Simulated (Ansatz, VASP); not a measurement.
## TePb in VASP and in Ansatz

The input INCAR:

```
PREC = Accurate
ENCUT = 520
EDIFF = 1E-6
ISMEAR = 0
SIGMA = 0.01
LREAL = F
LASPH = T
NELM = 100
ALGO = Normal
ISIF = 2
LWAVE = F
LCHARG = T
GGA = PS
LELF = T
LVHAR = T
NBANDS = 17
```

The input KPOINTS:

```
regular mesh
0
Gamma
  6 6 6
```

The input POSCAR:

```
TePb
1.0
    0.0000000000      3.2678555508      3.2678555508
    3.2678555508      0.0000000000      3.2678555508
    3.2678555508      3.2678555508      0.0000000000
Te Pb
1 1
Direct
    0.5000000000      0.5000000000      0.5000000000
    0.0000000000      0.0000000000      0.0000000000
```

Input for Ansatz:

```yaml
crystal:
  lattice:
    - [0.0, 3.2678555508, 3.2678555508]
    - [3.2678555508, 0.0, 3.2678555508]
    - [3.2678555508, 3.2678555508, 0.0]
  atoms:
    - { symbol: Te, position: [0.5, 0.5, 0.5] }
    - { symbol: Pb, position: [0.0, 0.0, 0.0] }
kpoints:
  mp_grid: { grid: [6, 6, 6] }
hamiltonian:
  xc: pbesol
scf:
  occupations: { method: fixed }
  n_extra_bands: 4
output:
  forces: true
  stress: true
  eigenvalues: true
```

Alike in both runs: task single point; functional PBEsol; k mesh 6 × 6 × 6; no spin polarisation.

|  | VASP | Ansatz |
| --- | --- | --- |
| version | VASP 6.6.1 | Ansatz 0.2.0 |
| potentials or method | VASP PAW PBE potentials, release 64 (Te, Pb_d) | plane waves, PAW |
| plane-wave cutoff (eV) | 520 | 420 |
| occupations | gaussian, width 0.01 eV | fixed |
| valence electrons in the cell | 20 | 30 |

|  | VASP | Ansatz | Ansatz less VASP |
| --- | --- | --- | --- |
| gap on the k mesh at the Fermi level (eV) | 0.74 | 0.73 | -0.003 |
| pressure (GPa) | -1.8 | -1.7 | +0.04 |

VASP's potentials were made for PBE, not for PBEsol. VASP's potentials hold 20 valence electrons a cell and Ansatz's 30, so a difference there can come from the potentials and not from the codes.

Neither program's run includes spin-orbit coupling.
